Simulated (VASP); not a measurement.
Set up this calculation in VASP 6.6.1, as the native input.

```yaml
Task: single point
Functional: PBE
Potentials_or_basis: VASP PAW PBE potentials, release 64 (Ir, Rh_pv)
Cutoff: 520 eV
k_mesh: 6 × 6 × 2
Occupations: gaussian, width 0.1 eV
Spin: no spin polarisation
Dipole_correction: no
Further_INCAR_settings: ALGO = Normal; EDIFF = 1e-07; NBANDS = 48
```

The structure of IrRh2 lies in POSCAR:

```
IrRh2
1.0
    2.7528481380      0.0000000000      0.0000000000
   -1.3764240690      2.3840364202      0.0000000000
    0.0000000000      0.0000000000     13.0587196213
Ir Rh
2 4
Direct
    0.3333333333      0.6666666667      0.4166765564
    0.6666666667      0.3333333333      0.5833234436
    0.3333333333      0.6666666667      0.7504226598
    0.3333333333      0.6666666667      0.0824984850
    0.6666666667      0.3333333333      0.9175015150
    0.6666666667      0.3333333333      0.2495773402
```

The input as run:

INCAR

```
PREC = Accurate
ENCUT = 520
EDIFF = 1E-7
ISMEAR = 0
SIGMA = 0.1
LREAL = False
LASPH = True
NELM = 60
ALGO = Normal
ISIF = 2
LWAVE = False
LCHARG = False
GGA = PE
NBANDS = 48
```

KPOINTS

```
regular mesh
0
Gamma
  6 6 2
```

Potentials or basis: VASP PAW PBE potentials, release 64 (Ir, Rh_pv).

The run is started by

```bash
$ cat potpaw_PBE.64/Ir/POTCAR potpaw_PBE.64/Rh_pv/POTCAR > POTCAR
$ mpirun -np 1 vasp_std > vasp.out
```

Results of the run:

| Quantity | Value |
| --- | --- |
| Pressure | 0.2 GPa |
| Largest force | 0.020 eV/Å |
| Band gap on the k mesh | zero (band 39 reaches 11.60 eV, above the bottom of band 40 at 9.43 eV) |

Caveat: the k points lie up to 0.44 Å⁻¹ apart; spin-orbit coupling is left out, which moves the levels of the heavy elements.

It took 2.1 min on 1 thread of Intel(R) Xeon(R) Platinum 8259CL CPU @ 2.50GHz (Skylake/Cascade Lake) (shared host), peak memory 0.21 GiB.
